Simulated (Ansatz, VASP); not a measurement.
# One calculation of V, two programs

The input INCAR:

```
PREC     = Accurate       # precision mode
ENCUT    = 520            # plane-wave cutoff, eV
EDIFF    = 1E-6           # SCF threshold, eV
ISMEAR   = -1             # smearing method
SIGMA    = 0.03           # smearing width, eV
LREAL    = False          # projectors in reciprocal space
LASPH    = True           # aspherical terms in the spheres
NELM     = 150            # most SCF steps
ALGO     = Normal         # electronic algorithm
ISIF     = 2              # what is computed and relaxed
LWAVE    = False          # write WAVECAR
LCHARG   = False          # write CHGCAR
ISPIN    = 2              # spin polarisation
MAGMOM   = 1.5            # initial moments
LORBIT   = 11             # projections on sites
LMAXMIX  = 4              # l up to which the mixer works
GGA      = PE             # functional
NBANDS   = 16             # bands
```

KPOINTS

```
regular mesh
0
Gamma
  19 19 19
```

Contents of POSCAR:

```
V
1.0
   -1.5583900000      1.5130000000      1.5130000000
    1.5130000000     -1.5583900000      1.5130000000
    1.5130000000      1.5130000000     -1.5583900000
V
1
Direct
    0.0000000000      0.0000000000      0.0000000000
```

Input for Ansatz:

```yaml
crystal:
  lattice:
    - [-1.55839, 1.513, 1.513]
    - [1.513, -1.55839, 1.513]
    - [1.513, 1.513, -1.55839]
  atoms:
    - { symbol: V, position: [0.0, 0.0, 0.0], spin: 1.5 }
magnetization:
  spin_polarized: true
kpoints:
  mp_grid: { grid: [19, 19, 19] }
  band_path:
    path:
      - [0.0, 0.0, 0.0]
      - [0.0, 0.0, 0.5]
      - [-0.5, 0.5, 0.5]
      - [-0.7572253634, 0.2427746366, 0.2427746366]
      - [0.2427746366, 0.2427746366, 0.2427746366]
      - [0.0, 0.0, 0.0]
      - [-0.5, 0.0, 0.5]
    npoints: 5
scf:
  occupations: { method: fermi_dirac, width: 0.03 }
hamiltonian:
  xc: pbe
  pseudopotentials: { kind: all_electron, lapw: { basis_error: 0.001 } }
output:
  forces: true
  stress: true
  eigenvalues: true
```

Change from the starting cell: equal xy, yz and zx shear strains of -3 %.

Alike in both runs: task single point; functional PBE; k mesh 19 × 19 × 19; occupations fermi-dirac, width 0.03 eV; collinear spin.

|  | VASP | Ansatz |
| --- | --- | --- |
| version | VASP 6.6.1 | Ansatz 0.2.0 |
| potentials or method | VASP PAW PBE potentials, release 64 (V_sv), cutoff 520 eV | all-electron LAPW, scalar-relativistic |

```tsv
	VASP	Ansatz	Ansatz less VASP
pressure (GPa)	-4.7	-5.0	-0.24
traceless stress, the component that is largest in VASP (GPa)	0.23	0.22	-0.008
net moment per atom (μB)	0.00	0.00	0.000
```

Ansatz ran all-electron here, and VASP with PAW potentials. Ansatz's warnings: seeded moment not kept.
